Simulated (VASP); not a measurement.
# Ti (Fd-3m) in VASP: relaxation of cell and atoms with PBE

Aim: the relaxation of cell and atoms of Ti with PBE.

All numbers are computed with VASP 6.6.1; they aren't measurements. Logs are shortened: lines on timing, memory, paths and dates and some standing lists are left out, and cuts for length are marked.

### Step 1. The cell of the first run

The structure is cubic, space group Fd-3m (No. 227). The conventional cell has a = 6.439 Å, b = 6.439 Å, c = 6.439 Å, α = 90.00°, β = 90.00°, γ = 90.00°. Within 3.7 Å of Ti (site symmetry -43m) lie 4 Ti at 2.79 Å.

### Step 2. Relaxation of cell and atoms, PBE

The input, INCAR:

```
SYSTEM = Ti
PREC = Accurate
ENCUT = 500
EDIFF = 1E-7
ISMEAR = -1
SIGMA = 0.05
LREAL = .FALSE.
LASPH = .TRUE.
NELM = 120
ALGO = Normal
ISIF = 3
LWAVE = .FALSE.
LCHARG = .FALSE.
GGA = PE
IBRION = 2
NSW = 100
EDIFFG = -0.005
GGA_COMPAT = .FALSE.
NELMIN = 4
```

The input, KPOINTS:

```
regular mesh
0
G
  11 11 11
  0 0 0
```

The input, POSCAR:

```
Ti
1.0
    0.0000000000      3.2195088072      3.2195088072
    3.2195088072      0.0000000000      3.2195088072
    3.2195088072      3.2195088072      0.0000000000
Ti
2
Direct
    0.0000000000      0.0000000000      0.0000000000
    0.2500000000      0.2500000000      0.2500000000
```

Potentials or basis: VASP PAW PBE potentials, release 64 (Ti_sv).

Started as:

```bash
cat potpaw_PBE.64/Ti_sv/POTCAR > POTCAR
mpirun -np 1 vasp_std > vasp.out
```

OUTCAR:

```text
SYSTEM = Ti
   PREC = Accurate
   ENCUT = 500
   EDIFF = 1E-7
   ISMEAR = -1
   LREAL = .FALSE.
   LASPH = .TRUE.
   NELM = 120
   ISIF = 3
   GGA = PE
   IBRION = 2
   NSW = 100
   EDIFFG = -0.005
   NELMIN = 4

 ion  position               nearest neighbor table
   1  0.000  0.000  0.000-   2 2.79   2 2.79   2 2.79   2 2.79
   2  0.250  0.250  0.250-   1 2.79   1 2.79   1 2.79   1 2.79

  LATTYP: Found a face centered cubic cell.
 ALAT       =     6.4390176144

  Lattice vectors:

 A1 = (   0.0000000000,   3.2195088072,   3.2195088072)
 A2 = (   3.2195088072,   0.0000000000,   3.2195088072)
 A3 = (   3.2195088072,   3.2195088072,   0.0000000000)

Analysis of symmetry for initial positions (statically):
=====================================================================
 Subroutine PRICEL returns:
 Original cell was already a primitive cell.

 Routine SETGRP: Setting up the symmetry group for a
 face centered cubic supercell.

 Subroutine GETGRP returns: Found 48 space group operations
 (whereof 24 operations were pure point group operations)
 out of a pool of 48 trial point group operations.

The static configuration has the point symmetry T_d .
 The point group associated with its full space group is O_h .

Analysis of symmetry for dynamics (positions and initial velocities):
=====================================================================
 Subroutine PRICEL returns:
 Original cell was already a primitive cell.

 Routine SETGRP: Setting up the symmetry group for a
 face centered cubic supercell.

 Subroutine GETGRP returns: Found 48 space group operations
 (whereof 24 operations were pure point group operations)
 out of a pool of 48 trial point group operations.

The dynamic configuration has the point symmetry T_d .
 The point group associated with its full space group is O_h .

 Subroutine INISYM returns: Found 48 space group operations
 (whereof 24 operations are pure point group operations),
 and found     1 'primitive' translations

----------------------------------------------------------------------------------------

                                     Primitive cell

  volume of cell :      66.7419

  direct lattice vectors                    reciprocal lattice vectors
     0.000000000  3.219508807  3.219508807    -0.155303194  0.155303194  0.155303194
     3.219508807  0.000000000  3.219508807     0.155303194 -0.155303194  0.155303194
     3.219508807  3.219508807  0.000000000     0.155303194  0.155303194 -0.155303194

  length of vectors
     4.553073019  4.553073019  4.553073019     0.268993022  0.268993022  0.268993022

  position of ions in fractional coordinates (direct lattice)
     0.000000000  0.000000000  0.000000000
     0.250000000  0.250000000  0.250000000

  ion indices of the primitive-cell ions
   primitive index   ion index
                 1           1
                 2           2

----------------------------------------------------------------------------------------

 KPOINTS: regular mesh

Automatic generation of k-mesh.
 Grid dimensions read from file:
 generate k-points for:   11   11   11

 Generating k-lattice:

  Cartesian coordinates                     Fractional coordinates (reciprocal lattice)
    -0.014118472  0.014118472  0.014118472     0.090909091  0.000000000  0.000000000
     0.014118472 -0.014118472  0.014118472     0.000000000  0.090909091  0.000000000
     0.014118472  0.014118472 -0.014118472     0.000000000  0.000000000  0.090909091

  Length of vectors
     0.024453911  0.024453911  0.024453911

  Shift w.r.t. Gamma in fractional coordinates (k-lattice)
     0.000000000  0.000000000  0.000000000

 Subroutine IBZKPT returns following result:
 ===========================================

 Found     56 irreducible k-points:

 Following reciprocal coordinates:
            Coordinates               Weight
  0.000000  0.000000  0.000000      1.000000
  0.090909  0.000000  0.000000      8.000000
  0.181818  0.000000  0.000000      8.000000
  0.272727  0.000000  0.000000      8.000000
  0.363636  0.000000  0.000000      8.000000
  0.454545  0.000000  0.000000      8.000000
[... 16 lines left out ...]
 -0.272727  0.181818  0.000000     24.000000
 -0.181818  0.181818  0.000000     12.000000
 [... further k-points ...]
   k-points           NKPTS =     56   k-points in BZ     NKDIM =     56   number of bands    NBANDS=     16
   number of dos      NEDOS =    301   number of ions     NIONS =      2
   total plane-waves  NPLWV =  46656
   dimension x,y,z NGX =    36 NGY =   36 NGZ =   36
   dimension x,y,z NGXF=    72 NGYF=   72 NGZF=   72
   ions per type =               2
   NGX,Y,Z   is equivalent  to a cutoff of  13.14, 13.14, 13.14 a.u.
   NGXF,Y,Z  is equivalent  to a cutoff of  26.29, 26.29, 26.29 a.u.
 SYSTEM =  Ti
   PREC   = accura    normal or accurate (medium, high low for compatibility)
   ISTART =      0    job   : 0-new  1-cont  2-samecut
   ICHARG =      2    charge: 1-file 2-atom 10-const
   ISPIN  =      1    spin polarized calculation?
   LNONCOLLINEAR =      F non collinear calculations
   LSORBIT =      F    spin-orbit coupling
   LASPH  =      T    aspherical Exc in radial PAW
   ENCUT  =  500.0 eV  36.75 Ry    6.06 a.u.   8.30  8.30  8.30*2*pi/ulx,y,z
   NELM   =    120;   NELMIN=  4; NELMDL= -5     # of ELM steps
   EDIFF  = 0.1E-06   stopping-criterion for ELM
   LREAL  =      F    real-space projection
   EDIFFG = -.5E-02   stopping-criterion for IOM
   NSW    =    100    number of steps for IOM
   IBRION =      2    ionic relax: 0-MD 1-quasi-New 2-CG
   NFREE  =      1    steps in history (QN), initial steepest desc. (CG)
   ISIF   =      3    stress and relaxation
   ISYM   =      2    0-nonsym 1-usesym 2-fastsym
   POTIM  = 0.5000    time-step for ionic-motion
   TEBEG  =    0.0;   TEEND  =   0.0 temperature during run
   PSTRESS=    0.0 pullay stress
   NELECT =      24.0000    total number of electrons
   NUPDOWN=      -1.0000    fix difference up-down
   EMIN   =  10.00;   EMAX   =-10.00  energy-range for DOS
   EFERMI =   0.00;   METHOD = LEGACY
   ISMEAR =    -1;   SIGMA  =   0.05  broadening in eV -4-tet -1-fermi 0-gaus
   EFERMI_NEDOS =   21; number of points for ismear=-14 and -15
   IALGO  =     38    algorithm
   IMIX   =      4    mixing-type and parameters
     AMIX     =   0.40;   BMIX     =  1.00
     AMIX_MAG =   1.60;   BMIX_MAG =  1.00
  volume/ion in A,a.u.               =      33.37       225.20
  Fermi-wavevector in a.u.,A,eV,Ry     =   1.164159  2.199941 18.439515  1.355266
  Thomas-Fermi vector in A             =   2.300700
   LORBIT       =      0    0 simple, 1 ext, 2 COOP (PROOUT), +10 PAW based schemes
   GGA     = PE    functional components
   LHFCALC =     F    Hartree Fock is set to
   AEXX    =    0.0000 exact exchange contribution
   IVDW    =     0    specifies the selected vdW correction
   LEPSILON=     F    determine dielectric tensor
   LRPA    =     F    only Hartree local field effects (RPA)
 conjugate gradient relaxation of ions
 non-spin polarized calculation
  energy-cutoff  :      500.00
  volume of cell :       66.74
 maximum number of plane-waves:      1715
 NGX is ok and might be reduce to    36
   NGX = 17   NGY = 17   NGZ = 17

--------------------------------------- Ionic step        1  -------------------------------------------

 number of electron      24.0000007 magnetization

 Free energy of the ion-electron system (eV)
  ---------------------------------------------------
  ext. energy  EPLUGINS =         0.00000000
  ---------------------------------------------------
  free energy    TOTEN  =       -10.47684347 eV

  energy without entropy =      -10.37541468  energy(sigma->0) =      -10.42612908

 E-fermi :   2.6347     XC(G=0):  -8.4622

 val. band max:        2.6341445979   @ k =   0.4545   0.3636   0.0000
 cond. band min:       2.6357038596   @ k =  -0.3636   0.2727   0.0909
 fundamental gap:      0.0015592617
 Fermi energy:         2.6347406519

 k-point     1 :       0.0000    0.0000    0.0000
  band No.  band energies     occupation
      1     -54.3749      2.00000
      2     -54.2460      2.00000
      3     -30.7018      2.00000
      4     -30.7018      2.00000
      5     -30.7018      2.00000
      6     -30.4404      2.00000
[... 8 lines left out ...]
     15       3.8613      0.00000
     16       3.8613      0.00000

 k-point     2 :       0.0909    0.0000    0.0000
  band No.  band energies     occupation
      1     -54.3730      2.00000
      2     -54.2480      2.00000
      3     -30.7042      2.00000
      4     -30.7042      2.00000
      5     -30.7012      2.00000
      6     -30.4414      2.00000
[... 8 lines left out ...]
     15       3.7668      0.00000
     16       3.8568      0.00000

 k-point     3 :       0.1818    0.0000    0.0000
  band No.  band energies     occupation
      1     -54.3674      2.00000
      2     -54.2536      2.00000
      3     -30.7104      2.00000
      4     -30.7104      2.00000
      5     -30.6995      2.00000
      6     -30.4442      2.00000
[... 8 lines left out ...]
     15       3.4953      0.00000
     16       3.8708      0.00000
[... 512 lines left out ...]
  FORCE on cell =-STRESS in cart. coord.  units (eV):
  Direction    XX          YY          ZZ          XY          YZ          ZX
  --------------------------------------------------------------------------------------
  -------------------------------------------------------------------------------------
  Total        0.0839029      0.0839029      0.0839029     -0.0000000      0.0000000     -0.0000000
  in kB        2.9575560      2.9575560      2.9575560     -0.0000000      0.0000000     -0.0000000
  external PRESSURE =       2.9575560 kB  Pullay stress =       0.0000000 kB

 VOLUME and BASIS-vectors are now :
 -----------------------------------------------------------------------------
  energy-cutoff  :      500.00
  volume of cell :       45.45
      direct lattice vectors                 reciprocal lattice vectors
     0.000000000  2.832532226  2.832532226    -0.176520498  0.176520498  0.176520498
     2.832532226 -0.000000000  2.832532226     0.176520498 -0.176520498  0.176520498
     2.832532226  2.832532226 -0.000000000     0.176520498  0.176520498 -0.176520498

 POSITION                                       TOTAL-FORCE (eV/Angst)
 -----------------------------------------------------------------------------------
      0.00000      0.00000      0.00000         0.000000      0.000000      0.000000
      1.41627      1.41627      1.41627        -0.000000     -0.000000     -0.000000
 -----------------------------------------------------------------------------------
    total drift:                                0.000000      0.000000      0.000000

  FREE ENERGIE OF THE ION-ELECTRON SYSTEM (eV)
  ---------------------------------------------------
  free  energy   TOTEN  =       -11.0013083342 eV

  energy  without entropy=      -10.9416331348  energy(sigma->0) =      -10.97147073

--------------------------------------- Ionic step        5  -------------------------------------------

 number of electron      23.9999998 magnetization

 Free energy of the ion-electron system (eV)
  ---------------------------------------------------
  ext. energy  EPLUGINS =         0.00000000
  ---------------------------------------------------
  free energy    TOTEN  =       -11.00164191 eV

  energy without entropy =      -10.94128362  energy(sigma->0) =      -10.97146276

 E-fermi :   5.3454     XC(G=0):  -9.9467

 val. band max:        5.3422751403   @ k =   0.3636   0.2727   0.0000
 cond. band min:       5.3505122469   @ k =   0.2727   0.2727   0.0000
 fundamental gap:      0.0082371066
 Fermi energy:         5.3453584798

 k-point     1 :       0.0000    0.0000    0.0000
  band No.  band energies     occupation
      1     -51.3834      2.00000
      2     -50.8879      2.00000
      3     -27.8320      2.00000
      4     -27.8320      2.00000
      5     -27.8320      2.00000
      6     -27.1068      2.00000
[... 8 lines left out ...]
     15       7.0281      0.00000
     16       7.0281      0.00000

 k-point     2 :       0.0909    0.0000    0.0000
  band No.  band energies     occupation
      1     -51.3760      2.00000
      2     -50.8956      2.00000
      3     -27.8399      2.00000
      4     -27.8399      2.00000
      5     -27.8323      2.00000
      6     -27.1078      2.00000
[... 8 lines left out ...]
     15       6.8732      0.00000
     16       7.0143      0.00000

 k-point     3 :       0.1818    0.0000    0.0000
  band No.  band energies     occupation
      1     -51.3551      2.00000
      2     -50.9174      2.00000
      3     -27.8601      2.00000
      4     -27.8601      2.00000
      5     -27.8336      2.00000
      6     -27.1099      2.00000
[... 8 lines left out ...]
     15       6.4396      0.00000
     16       7.0259      0.00000
[... 404 lines left out ...]
  FORCE on cell =-STRESS in cart. coord.  units (eV):
  Direction    XX          YY          ZZ          XY          YZ          ZX
  --------------------------------------------------------------------------------------
  -------------------------------------------------------------------------------------
  Total       -0.0037906     -0.0037906     -0.0037906      0.0000000      0.0000000     -0.0000000
  in kB       -0.1325232     -0.1325232     -0.1325232      0.0000000      0.0000000     -0.0000000
  external PRESSURE =      -0.1325232 kB  Pullay stress =       0.0000000 kB

 VOLUME and BASIS-vectors are now :
 -----------------------------------------------------------------------------
  energy-cutoff  :      500.00
  volume of cell :       45.83
      direct lattice vectors                 reciprocal lattice vectors
     0.000000000  2.840300463  2.840300463    -0.176037714  0.176037714  0.176037714
     2.840300463 -0.000000000  2.840300463     0.176037714 -0.176037714  0.176037714
     2.840300463  2.840300463 -0.000000000     0.176037714  0.176037714 -0.176037714

 POSITION                                       TOTAL-FORCE (eV/Angst)
 -----------------------------------------------------------------------------------
      0.00000      0.00000      0.00000        -0.000000     -0.000000     -0.000000
      1.42015      1.42015      1.42015         0.000000      0.000000      0.000000
 -----------------------------------------------------------------------------------
    total drift:                                0.000000      0.000000      0.000000

  FREE ENERGIE OF THE ION-ELECTRON SYSTEM (eV)
  ---------------------------------------------------
  free  energy   TOTEN  =       -11.0016419076 eV

  energy  without entropy=      -10.9412836211  energy(sigma->0) =      -10.97146276

 reached required accuracy - stopping structural energy minimisation
```

Run time: 10 min. Hardware: 1 thread of AMD EPYC 7R13 (Zen 3), shared host; peak memory 0.2 GiB.

Results:

- Free energy: -11.0016 eV
- Relaxed volume: 22.91 Å³/atom
- Relaxed cell: a = 4.017 Å, b = 4.017 Å, c = 4.017 Å, α = 60.00°, β = 60.00°, γ = 60.00°
- Space group after relaxing (to 0.05 Å): Fd-3m (No. 227)
- Energy gained by relaxing: 262.4 meV/atom
- Ionic steps: 5
- Pressure after relaxing: 0.0 GPa
- Band gap on the k mesh: zero (band 12 reaches 5.39 eV, above the bottom of band 13 at 5.20 eV)

The path:
| step | energy change (eV) | largest force (eV/Å) | pressure (GPa) | volume (Å³) |
| --- | --- | --- | --- | --- |
| 1 | 0.0000 | 0.0000 | -6.00 | 66.74 |
| 2 | -0.3698 | 0.0000 | -4.25 | 55.39 |
| 3 | -0.5227 | 0.0000 | -0.69 | 46.73 |
| 4 | -0.5245 | 0.0000 | 0.30 | 45.45 |
| 5 | -0.5248 | 0.0000 | -0.01 | 45.83 |

Final structure:
```xyz
2
Lattice="0.0000 2.8403 2.8403 2.8403 0.0000 2.8403 2.8403 2.8403 0.0000" Properties=species:S:1:pos:R:3 pbc="T T T"
Ti    0.0000    0.0000    0.0000
Ti    1.4202    1.4202    1.4202
```

Caveat: the volume moved by over 15 % at a fixed basis, so the end points are rough.
